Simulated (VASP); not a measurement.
KI: single point with PBE

The system is KI.

```xyz
2
Lattice="-2.6626 2.6626 3.7702 2.6626 -2.6626 3.7702 2.6626 2.6626 -3.7702" Properties=species:S:1:pos:R:3 pbc="T T T"
K     2.6626    0.0000    1.8851
I     0.0000    0.0000    0.0000
```

```
Program             : VASP 6.6.1
Task                : single point
Functional          : PBE
Potentials or basis : VASP PAW PBE potentials, release 64 (K_sv, I)
Cutoff              : 520 eV
k mesh              : 6 × 6 × 6
Occupations         : gaussian, width 0.1 eV
Spin                : no spin polarisation
```

```json
{"Pressure": "1.9 GPa", "Band gap on the k mesh": "4.18 eV, indirect (least direct gap 4.19 eV)"}
```

Levels at points of the mesh, in eV from the valence-band top:
```
           k point  band 5  band 6  band 7  band 8  band 9  band 10  band 11  band 12
(0.00, 0.00, 0.00)  -10.10   -0.01   -0.01   -0.01    4.18     7.70     7.71     8.53
(0.50, 0.00, 0.00)   -9.89   -0.58   -0.01    0.00    5.99     6.89     7.30     7.31
(0.50, 0.50, 0.00)   -9.82   -0.62   -0.05   -0.05    5.32     6.38     8.67     8.67
(0.50, 0.50, 0.50)   -9.82   -0.63   -0.05   -0.05    5.31     6.39     8.67     8.67
```

It took 90 s on 1 thread of Oxide Virtual Turin-like Processor, with other jobs on the host, peak memory 0.22 GiB.

Caveat: spin-orbit coupling is left out, which moves the levels of the heavy elements. As with any semilocal functional, this PBE gap is likely too small.
